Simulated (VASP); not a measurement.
# Pd (Pm-3m) in VASP: a series of runs, part 2 of 2

VASP 6.6.1.

**3. Single point, r2SCAN, collinear spin, ferromagnetic start (volume scaled by 1.12)**

File POSCAR:

```
Pd
1.0
    2.6877142238      0.0000000000      0.0000000000
    0.0000000000      2.6877142238      0.0000000000
    0.0000000000      0.0000000000      2.6877142238
Pd
1
Direct
    0.0000000000      0.0000000000      0.0000000000
```

File INCAR.step1:

```
SYSTEM = Pd
PREC     = Accurate       ! precision mode
ENCUT    = 520            ! plane-wave cutoff, eV
ISMEAR   = -1             ! smearing method
SIGMA    = 0.05           ! smearing width, eV
LREAL    = .FALSE.        ! projectors in reciprocal space
LASPH    = .TRUE.         ! aspherical terms in the spheres
NELM     = 150            ! most SCF steps
ISPIN    = 2              ! spin polarisation
MAGMOM   = 0.5            ! initial moments
LMAXMIX  = 4              ! l up to which the mixer works
NBANDS   = 15             ! bands
GGA      = PE             ! functional
ALGO     = Normal         ! electronic algorithm
EDIFF    = 1E-4           ! SCF threshold, eV
LWAVE    = .TRUE.         ! write WAVECAR
LCHARG   = .FALSE.        ! write CHGCAR
```

File INCAR.step2:

```
SYSTEM = Pd
PREC     = Accurate       ! precision mode
ENCUT    = 520            ! plane-wave cutoff, eV
EDIFF    = 1E-7           ! SCF threshold, eV
ISMEAR   = -1             ! smearing method
SIGMA    = 0.05           ! smearing width, eV
LREAL    = .FALSE.        ! projectors in reciprocal space
LASPH    = .TRUE.         ! aspherical terms in the spheres
NELM     = 150            ! most SCF steps
ALGO     = Normal         ! electronic algorithm
ISIF     = 2              ! what is computed and relaxed
LWAVE    = .FALSE.        ! write WAVECAR
LCHARG   = .FALSE.        ! write CHGCAR
ISPIN    = 2              ! spin polarisation
MAGMOM   = 0.5            ! initial moments
LORBIT   = 11             ! projections on sites
LMAXMIX  = 4              ! l up to which the mixer works
METAGGA  = R2SCAN         ! meta-GGA
LMIXTAU  = .TRUE.       
NBANDS   = 15             ! bands
ISTART   = 1
```

File KPOINTS:

```
Automatic mesh
0
G
  14 14 14
  0 0 0
```

Potentials or basis: VASP PAW PBE potentials, release 64 (Pd).

Launch:

```
> cat potpaw_PBE.64/Pd/POTCAR > POTCAR
> cp INCAR.step1 INCAR
> mpirun -np 1 vasp_std > vasp.out
> cp INCAR.step2 INCAR
> mpirun -np 1 vasp_std > vasp.out
```

OUTCAR:

```text
SYSTEM = Pd
   PREC = Accurate
   ENCUT = 520
   EDIFF = 1E-7
   ISMEAR = -1
   LREAL = .FALSE.
   LASPH = .TRUE.
   NELM = 150
   ISIF = 2
   ISPIN = 2
   LORBIT = 11
   METAGGA = R2SCAN
   ISTART = 1

 ion  position               nearest neighbor table
   1  0.000  0.000  0.000-

  LATTYP: Found a simple cubic cell.
 ALAT       =     2.6877142238

  Lattice vectors:

 A1 = (   2.6877142238,   0.0000000000,   0.0000000000)
 A2 = (   0.0000000000,   2.6877142238,   0.0000000000)
[... 1072 lines left out ...]
  -------------------------------------------------------------------------------------
  Total       -1.3383756     -1.3383756     -1.3383756     -0.0000000      0.0000000     -0.0000000
  in kB     -110.4432887   -110.4432887   -110.4432887     -0.0000000      0.0000000     -0.0000000
  external PRESSURE =    -110.4432887 kB  Pullay stress =       0.0000000 kB

 VOLUME and BASIS-vectors are now :
 -----------------------------------------------------------------------------
  energy-cutoff  :      520.00
  volume of cell :       19.42
      direct lattice vectors                 reciprocal lattice vectors
     2.687714224  0.000000000  0.000000000     0.372063366  0.000000000  0.000000000
     0.000000000  2.687714224  0.000000000     0.000000000  0.372063366  0.000000000
     0.000000000  0.000000000  2.687714224     0.000000000  0.000000000  0.372063366

 POSITION                                       TOTAL-FORCE (eV/Angst)
 -----------------------------------------------------------------------------------
      0.00000      0.00000      0.00000         0.000000      0.000000      0.000000
 -----------------------------------------------------------------------------------
    total drift:                                0.000000      0.000000      0.000000

  FREE ENERGIE OF THE ION-ELECTRON SYSTEM (eV)
  ---------------------------------------------------
  free  energy   TOTEN  =       -22.3821165203 eV

  energy  without entropy=      -22.3689485640  energy(sigma->0) =      -22.37553254

 total charge

# of ion       s       p       d       tot
------------------------------------------
    1        0.463   0.259   8.539   9.262

 magnetization (x)

# of ion       s       p       d       tot
------------------------------------------
    1        0.000   0.000   0.000   0.000
```

OUTCAR.step1:

```text
SYSTEM = Pd
   PREC = Accurate
   ENCUT = 520
   ISMEAR = -1
   LREAL = .FALSE.
   LASPH = .TRUE.
[... 1104 lines left out ...]
 -----------------------------------------------------------------------------------
      0.00000      0.00000      0.00000         0.000000      0.000000      0.000000
 -----------------------------------------------------------------------------------
    total drift:                               -0.000000      0.000000      0.000000

  FREE ENERGIE OF THE ION-ELECTRON SYSTEM (eV)
  ---------------------------------------------------
  free  energy   TOTEN  =        -4.6697668888 eV

  energy  without entropy=       -4.6533220168  energy(sigma->0) =       -4.66154445
```

OSZICAR.step1:

```text
N       E                     dE             d eps       ncg     rms          rms(c)
DAV:   1     0.458925187696E+02    0.45893E+02   -0.43754E+03  7224   0.566E+02
DAV:   2    -0.399044677164E+01   -0.49883E+02   -0.47425E+02  9111   0.150E+02
DAV:   3    -0.479180667318E+01   -0.80136E+00   -0.79620E+00  9314   0.192E+01
DAV:   4    -0.479505102823E+01   -0.32444E-02   -0.32442E-02  9137   0.127E+00
DAV:   5    -0.479508660815E+01   -0.35580E-04   -0.35580E-04  9461   0.124E-01    0.436E+00
DAV:   6    -0.467360345091E+01    0.12148E+00   -0.61145E-01  9601   0.479E+00    0.232E+00
DAV:   7    -0.467091898909E+01    0.26845E-02   -0.62818E-03  8649   0.574E-01    0.132E+00
DAV:   8    -0.466973117859E+01    0.11878E-02   -0.23028E-03  9496   0.245E-01    0.309E-01
DAV:   9    -0.466976688884E+01   -0.35710E-04   -0.47018E-05  7142   0.449E-02
   1 F= -.46697669E+01 E0= -.46615445E+01  d E =-.164449E-01  mag=     0.0026
```

Wall time 2 min (1 thread of Intel Xeon Platinum 8488C (Sapphire Rapids), shared host); peak memory 0.17 GiB.

Results:

| Property | Result |
| --- | --- |
| Free energy | -22.3821 eV |
| Pressure | -11.0 GPa |
| Band gap on the k mesh | zero (filled and empty bands overlap) |
| Net moment | 0.00 μB per cell |
| Valence electrons inside the program's atomic spheres | Pd 9.26 |

Caveat: the cell differs from its parent crystal (volume scaled by 1.12); the PAW data sets were made with another functional, which shifts forces and pressure a little.

**4. Relaxation of cell and atoms, r2SCAN**

This run uses another cell than the first one, of 15.89 Å³/atom, 0.849 times its volume.

File POSCAR:

```
Pd
1.0
    2.5140960172      0.0000000000      0.0000000000
    0.0000000000      2.5140960172      0.0000000000
    0.0000000000      0.0000000000      2.5140960172
Pd
1
Direct
    0.0000000000      0.0000000000      0.0000000000
```

File INCAR.step1:

```
PREC = Accurate
ENCUT = 590
ISMEAR = -1
SIGMA = 0.1
LREAL = F
LASPH = T
NELM = 120
GGA = PE
ALGO = Normal
EDIFF = 1E-5
LWAVE = T
LCHARG = F
GGA_COMPAT = F
IBRION = 2
ISIF = 3
EDIFFG = -0.005
NELMIN = 4
NSW = 100
```

File INCAR.step2:

```
PREC = Accurate
ENCUT = 590
EDIFF = 1E-7
ISMEAR = -1
SIGMA = 0.1
LREAL = F
LASPH = T
NELM = 120
ALGO = Normal
ISIF = 3
LWAVE = F
LCHARG = F
METAGGA = R2SCAN
LMIXTAU = T
IBRION = 2
NSW = 80
EDIFFG = -0.01
ISTART = 1
GGA_COMPAT = F
NELMIN = 4
```

File KPOINTS:

```
regular mesh
0
Gamma
  12 12 12
```

Potentials or basis: VASP PAW PBE potentials, release 64 (Pd_sv_GW).

Launch:

```
> cat potpaw_PBE.64/Pd_sv_GW/POTCAR > POTCAR
> cp INCAR.step1 INCAR
> mpirun -np 1 vasp_std > vasp.out
> cp INCAR.step2 INCAR
> mpirun -np 1 vasp_std > vasp.out
```

OUTCAR:

```text
PREC = Accurate
   ENCUT = 590
   EDIFF = 1E-7
   ISMEAR = -1
   LREAL = F
   LASPH = T
   NELM = 120
   ISIF = 3
   METAGGA = R2SCAN
   IBRION = 2
   NSW = 80
   EDIFFG = -0.01
   ISTART = 1
   NELMIN = 4

 ion  position               nearest neighbor table
   1  0.000  0.000  0.000-

  LATTYP: Found a simple cubic cell.
 ALAT       =     2.5140960172

  Lattice vectors:

 A1 = (   2.5140960172,   0.0000000000,   0.0000000000)
 A2 = (   0.0000000000,   2.5140960172,   0.0000000000)
 A3 = (   0.0000000000,   0.0000000000,   2.5140960172)

Analysis of symmetry for initial positions (statically):
=====================================================================
 Subroutine PRICEL returns:
 Original cell was already a primitive cell.

 Routine SETGRP: Setting up the symmetry group for a
 simple cubic supercell.

[... 215 lines left out ...]
      5      -0.3331      2.00000
      6       0.9414      2.00000
      7       0.9414      2.00000
      8       4.9186      1.41918
      9       4.9186      1.41918
     10       4.9186      1.41918
     11      21.4970      0.00000
     12      21.4970      0.00000
     13      21.4970      0.00000
[... 437 lines left out ...]
--------------------------------------- Ionic step        4  -------------------------------------------

 number of electron      18.0000017 magnetization

 Free energy of the ion-electron system (eV)
  ---------------------------------------------------
  ext. energy  EPLUGINS =         0.00000000
  ---------------------------------------------------
  free energy    TOTEN  =       -20.99927672 eV

  energy without entropy =      -20.95992884  energy(sigma->0) =      -20.97960278

 E-fermi :   6.4672     XC(G=0): -13.1354

 val. band max:        6.4634690190   @ k =   0.5000   0.0833   0.0000
 cond. band min:       6.4708946530   @ k =   0.5000   0.3333   0.2500
 fundamental gap:      0.0074256340
 Fermi energy:         6.4672320699

 k-point     1 :       0.0000    0.0000    0.0000
  band No.  band energies     occupation
      1     -79.8387      2.00000
      2     -44.5119      2.00000
      3     -44.5119      2.00000
      4     -44.5119      2.00000
      5       0.3518      2.00000
      6       1.6201      2.00000
      7       1.6201      2.00000
      8       6.4207      1.22868
      9       6.4207      1.22868
     10       6.4207      1.22868
     11      23.8692      0.00000
     12      23.8692      0.00000
     13      23.8692      0.00000
[... 396 lines left out ...]
  FREE ENERGIE OF THE ION-ELECTRON SYSTEM (eV)
  ---------------------------------------------------
  free  energy   TOTEN  =       -20.9992767201 eV

  energy  without entropy=      -20.9599288373  energy(sigma->0) =      -20.97960278

 reached required accuracy - stopping structural energy minimisation
```

Run time: 3.7 min. Hardware: 1 thread of Intel Xeon 6975P-C (Granite Rapids), shared host; peak memory 0.16 GiB.

Results:

```yaml
Free_energy: -20.9993 eV
Relaxed_volume: 17.12 Å³/atom
Relaxed_cell: a = 2.577 Å, b = 2.577 Å, c = 2.577 Å, α = 90.00°, β = 90.00°, γ = 90.00°
Space_group_after_relaxing_to_0.05_Å: Pm-3m (No. 221)
Energy_gained_by_relaxing: 48.8 meV/atom
Ionic_steps: 4
Pressure_after_relaxing: -0.1 GPa
Band_gap_on_the_k_mesh: zero (band 9 reaches 7.85 eV, above the bottom of band 10 at 5.71 eV)
```

The path:
```
step  energy change (eV)  largest force (eV/Å)  pressure (GPa)  volume (Å³)
   1              0.0000                0.0000           13.88        15.89
   2              0.0556                0.0000          -13.59        19.27
   3             -0.0488                0.0000           -0.30        17.15
   4             -0.0488                0.0000           -0.09        17.12
```

Final structure:
```xyz
1
Lattice="2.5771 0.0000 0.0000 0.0000 2.5771 0.0000 0.0000 0.0000 2.5771" Properties=species:S:1:pos:R:3 pbc="T T T"
Pd    0.0000    0.0000    0.0000
```

Levels at points of the mesh, in eV from the Fermi level:
```
           k point  band 6  band 7  band 8  band 9  band 10  band 11  band 12  band 13
(0.00, 0.00, 0.00)   -4.85   -4.85   -0.05   -0.05    -0.05    17.40    17.40    17.40
(0.50, 0.00, 0.00)   -4.08   -1.72   -1.72    0.11     0.64     5.36    19.06    22.18
(0.50, 0.50, 0.00)   -3.61   -1.41   -1.41    1.28     6.05     6.05    12.52    13.18
(0.50, 0.50, 0.50)   -4.21   -4.21    1.39    1.39    11.65    12.06    12.06    12.06
```

Caveat: the PAW data sets were made with another functional, which shifts forces and pressure a little.

**5. The runs side by side**

```tsv
task	potentials or basis	spin	cell	k mesh	cutoff (eV)	smearing	second run	gap on the mesh (eV)	pressure (GPa)	moment (μB)
single point	VASP PAW PBE potentials, release 64 (Pd)	collinear, ferromagnetic start	a = 2.655 Å, 1 atom	14 × 14 × 14	520	fermi-dirac 0.05 eV	-	none	-8.1	0.00
single point	VASP PAW PBE potentials, release 64 (Pd)	collinear, ferromagnetic start	a = 2.688 Å, 1 atom	14 × 14 × 14	520	fermi-dirac 0.05 eV	-	none	-11.0	0.00
relaxation of cell and atoms	VASP PAW PBE potentials, release 64 (Pd_sv_GW)	off	relaxed from a = 2.514 Å, 1 atom	12 × 12 × 12	590	fermi-dirac 0.1 eV	valence_matched	none	-0.1	-
```

Alike in all rows: level r2SCAN.

Caveats: the PAW data sets were made with another functional, which shifts forces and pressure a little.

Absolute energies hang on the potentials; compare differences alone.
